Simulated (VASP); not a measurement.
Here is a VASP 6.6.1 calculation.

INCAR

```
SYSTEM = O
PREC = Accurate ; ENCUT = 520
EDIFF = 1E-8 ; ISMEAR = -1
SIGMA = 0.02 ; LREAL = .False.
LASPH = .True. ; NELM = 80
ALGO = Normal ; ISIF = 2
LWAVE = .False. ; LCHARG = .False.
GGA = PS ; LEFG = .True.
NBANDS = 13
```

File KPOINTS:

```
Automatic mesh
0
Gamma
  10 10 10
  0 0 0
```

POSCAR

```
O
1.0
    1.3942929299      0.8049953984      3.3387233343
   -1.3942929299      0.8049953984      3.3387233343
    0.0000000000     -1.6099907968      3.3387233343
O
2
Direct
    0.0577000000      0.0577000000      0.0577000000
    0.9423000000      0.9423000000      0.9423000000
```

Potentials or basis: VASP PAW PBE potentials, release 64 (O).

Launch:

```console
$ cat potpaw_PBE.64/O/POTCAR > POTCAR
$ mpirun -np 1 vasp_std > vasp.out
```

Task: What does it give for the largest force?

Result: 6.603 eV/Å.

Task: What does it give for the pressure?

Result: 14.3 GPa.

Forces in eV/Å, atoms in the order of the input:
```
O    0.000  0.000  6.603
O    0.000  0.000 -6.603
```

Caveat: the standard files for N, O and F lose accuracy on very short bonds; spin is off for a triplet molecule; without QUAD_EFG the Cq values of the log hold for a quadrupole moment of 1 mb, not for the nuclei; the PAW data sets were made with another functional, which shifts forces and pressure a little.
